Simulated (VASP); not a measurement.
CsPbBr3: relaxation of cell and atoms with PBEsol

The system is CsPbBr3.

```
Cs Pb Br
1.0
     6.01036    0.00000    0.00000
     0.00000    6.01036    0.00000
     0.00000    0.00000    6.01036
Cs Pb Br
1 1 3
Direct
  0.00000 0.00000 0.00000
  0.50000 0.50000 0.50000
  0.00000 0.50000 0.50000
  0.50000 0.00000 0.50000
  0.50000 0.50000 0.00000
```

```json
{
  "Program": "VASP 6.6.1",
  "Task": "relaxation of cell and atoms",
  "Functional": "PBEsol",
  "Potentials or basis": "VASP PAW PBE potentials, release 64 (Cs_sv, Pb_d, Br)",
  "Cutoff": "600 eV",
  "k mesh": "4 × 4 × 4",
  "Occupations": "fermi-dirac, width 0.02 eV",
  "Spin": "no spin polarisation",
  "Dipole correction": "no",
  "Further INCAR settings": "ALGO = Normal; EDIFF = 1e-06; IBRION = 2; EDIFFG = -0.005; NSW = 80; ISIF = 3"
}
```

| Property | Result |
| --- | --- |
| Relaxed volume | 40.70 Å³/atom |
| Relaxed cell | a = 5.882 Å, b = 5.882 Å, c = 5.882 Å, α = 90.00°, β = 90.00°, γ = 90.00° |
| Space group after relaxing (to 0.1 Å) | Pm-3m (No. 221) |
| Energy gained by relaxing | 10.7 meV/atom |
| Ionic steps | 6 |
| Pressure after relaxing | 0.0 GPa |
| Band gap on the k mesh | 1.45 eV |

Step by step:
```csv
step,energy change (eV),largest force (eV/Å),pressure (GPa),volume (Å³)
1,0.0000,0.0000,-1.19,217.12
2,-0.0494,0.0000,-0.35,207.12
3,-0.0534,0.0000,-0.03,203.88
4,-0.0534,0.0000,-0.02,203.62
5,-0.0533,0.0000,0.05,203.10
6,-0.0534,0.0000,0.01,203.50
```

Final structure:
```xyz
5
Lattice="5.8820 0.0000 0.0000 0.0000 5.8820 0.0000 0.0000 0.0000 5.8820" Properties=species:S:1:pos:R:3 pbc="T T T"
Cs    0.0000    5.8820    0.0000
Pb    2.9410    2.9410    2.9410
Br    5.8820    2.9410    2.9410
Br    2.9410    5.8820    2.9410
Br    2.9410    2.9410    5.8820
```

Levels at points of the mesh, in eV from the valence-band top:
| k point | band 19 | band 20 | band 21 | band 22 | band 23 | band 24 | band 25 | band 26 |
| --- | --- | --- | --- | --- | --- | --- | --- | --- |
| (0.00, 0.00, 0.00) | -2.13 | -2.01 | -2.01 | -2.01 | 2.91 | 4.06 | 4.06 | 4.80 |
| (0.50, 0.00, 0.00) | -2.26 | -2.12 | -2.12 | -1.42 | 2.50 | 4.38 | 4.96 | 5.09 |
| (0.50, 0.50, 0.00) | -2.35 | -2.25 | -1.65 | -0.70 | 2.01 | 2.01 | 4.80 | 5.13 |
| (0.50, 0.50, 0.50) | -1.63 | -1.63 | -1.63 | 0.00 | 1.45 | 1.45 | 1.45 | 4.42 |

Wall time 2.9 min on 1 thread of Intel Xeon 8259CL (shared host), peak memory 0.39 GiB.

Caveat: the PAW data sets were made with another functional, which shifts forces and pressure a little; spin-orbit coupling is left out, which moves the levels of the heavy elements. A k mesh can miss the band edges.
